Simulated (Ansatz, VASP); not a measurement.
## BiF5 in VASP and in Ansatz

```
Bi F
1.0
    13.00000    0.00000    0.00000
     0.00000   12.55000    0.00000
     0.00000    0.00000   11.89000
Bi F
1 5
Direct
  0.49986 0.50009 0.45420
  0.49986 0.50009 0.62139
  0.65357 0.50009 0.45002
  0.49986 0.64162 0.37847
  0.34615 0.50009 0.45002
  0.49986 0.35857 0.37847
```

Alike in both runs: task single point; functional PBE; k mesh 1 × 1 × 1; occupations gaussian, width 0.01 eV; no spin polarisation.

|  | VASP | Ansatz |
| --- | --- | --- |
| version | VASP 6.6.1 | Ansatz 0.2.0 |
| potentials or method | VASP PAW PBE potentials, release 64 (Bi_d, F), cutoff 520 eV | scalar-relativistic, plane waves, PAW |
| valence electrons in the cell | 50 | 50 |

```csv
,VASP,Ansatz,Ansatz less VASP
gap on the k mesh at the Fermi level (eV),2.89,2.93,+0.042
rms of the force components (eV/Å),0.107,0.030,-0.0768
```

Atom by atom the forces differ by 0.087 eV/Å (rms over components). The functional is the same, so the differences come from potentials, cutoffs and numerics. Ansatz's warnings: structure snapped to symmetry.

Neither program's run includes spin-orbit coupling.
